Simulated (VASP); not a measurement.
BeC2, 3 atoms in the cell. Symmetry: I4/mmm, No. 139, tetragonal system. Conventional cell: a = 3.611 Å, b = 3.611 Å, c = 4.668 Å, α = 90.00°, β = 90.00°, γ = 90.00°. Be (site symmetry 4/mmm) has 2 C at 1.71 Å within 2.3 Å. C (site symmetry 4mm) has 1 C at 1.25 Å and 1 Be at 1.71 Å within 1.8 Å. 

```yaml
Program: VASP 6.6.1
Task: vibrations by perturbation theory
Functional: PBEsol
Potentials_or_basis: VASP PAW PBE potentials, release 64 (Be, C)
Cutoff: 520 eV
k_mesh: 10 × 10 × 10
Occupations: gaussian, width 0.01 eV
Spin: no spin polarisation
Dipole_correction: no
Further_INCAR_settings: ALGO = Normal; EDIFF = 1e-08; NBANDS = 12; IBRION = 8; NSW = 1
```

Potentials or basis: VASP PAW PBE potentials, release 64 (Be, C).

The run is started by

```bash
$ cat potpaw_PBE.64/Be/POTCAR potpaw_PBE.64/C/POTCAR > POTCAR
$ mpirun -np 1 vasp_std > vasp.out
```

Hardware: 1 thread of AMD EPYC 7R43 64-Core Processor (Zen 3), with other jobs on the host.

Estimate the wall time of this run.

It took 23 min on 1 thread of AMD EPYC 7R43 64-Core Processor (Zen 3) (shared host), peak memory 0.33 GiB. Counts: scf iterations 138, k points 102.
